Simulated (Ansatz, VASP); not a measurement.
Two plane-wave programs on Ga

File INCAR:

```
SYSTEM = Ga
PREC     = Accurate       ! precision mode
ENCUT    = 520            ! plane-wave cutoff, eV
EDIFF    = 1E-7           ! SCF threshold, eV
ISMEAR   = 0              ! smearing method
SIGMA    = 0.1            ! smearing width, eV
LREAL    = .False.        ! projectors in reciprocal space
LASPH    = .True.         ! aspherical terms in the spheres
NELM     = 60             ! most SCF steps
ALGO     = Fast           ! electronic algorithm
ISIF     = 2              ! what is computed and relaxed
LWAVE    = .False.        ! write WAVECAR
LCHARG   = .False.        ! write CHGCAR
GGA      = PE             ! functional
NBANDS   = 62             ! bands
```

KPOINTS

```
regular mesh
0
Gamma
  8 8 8
  0 0 0
```

Contents of POSCAR:

```
Ga
1.0
   -3.5526236200      3.5526236200      3.5526236200
    3.5526236200     -3.5526236200      3.5526236200
    3.5526236200      3.5526236200     -3.5526236200
Ga
8
Direct
    0.2484183037      0.2484183037      0.2484183037
    0.5000000000      0.0000000000      0.2515816963
    0.2515816963      0.5000000000      0.0000000000
    0.0000000000      0.2515816963      0.5000000000
    0.7515816963      0.7515816963      0.7515816963
    0.5000000000      0.0000000000      0.7484183037
    0.7484183037      0.5000000000      0.0000000000
    0.0000000000      0.7484183037      0.5000000000
```

Input for Ansatz:

```yaml
crystal:
  lattice:
    - [-3.55262362, 3.55262362, 3.55262362]
    - [3.55262362, -3.55262362, 3.55262362]
    - [3.55262362, 3.55262362, -3.55262362]
  atoms:
    - { symbol: Ga, position: [0.2484183037, 0.2484183037, 0.2484183037] }
    - { symbol: Ga, position: [0.5, 0.0, 0.2515816963] }
    - { symbol: Ga, position: [0.2515816963, 0.5, 0.0] }
    - { symbol: Ga, position: [0.0, 0.2515816963, 0.5] }
    - { symbol: Ga, position: [0.7515816963, 0.7515816963, 0.7515816963] }
    - { symbol: Ga, position: [0.5, 0.0, 0.7484183037] }
    - { symbol: Ga, position: [0.7484183037, 0.5, 0.0] }
    - { symbol: Ga, position: [0.0, 0.7484183037, 0.5] }
basis:
  ecutwfc: 420
kpoints:
  mp_grid: { grid: [8, 8, 8] }
hamiltonian:
  xc: pbe
scf:
  occupations: { method: gaussian, width: 0.1 }
  mixing: { algorithm: anderson, beta: 0.7, ndim: 2 }
output:
  forces: true
  eigenvalues: true
  stress: true
```

Alike in both runs: task single point; functional PBE; k mesh 8 × 8 × 8; occupations gaussian, width 0.1 eV; no spin polarisation.

|  | VASP | Ansatz |
| --- | --- | --- |
| version | VASP 6.6.1 | Ansatz 0.2.0 |
| potentials or method | VASP PAW PBE potentials, release 64 (Ga_d), cutoff 520 eV | scalar-relativistic, plane waves, PAW |
| valence electrons in the cell | 104 | 104 |

```csv
,VASP,Ansatz,Ansatz less VASP
gap on the k mesh at the Fermi level (eV),none,none,-
pressure (GPa),0.1,0.0,-0.10
```

A gap of «none» marks a metal or a gap that the smearing closes.
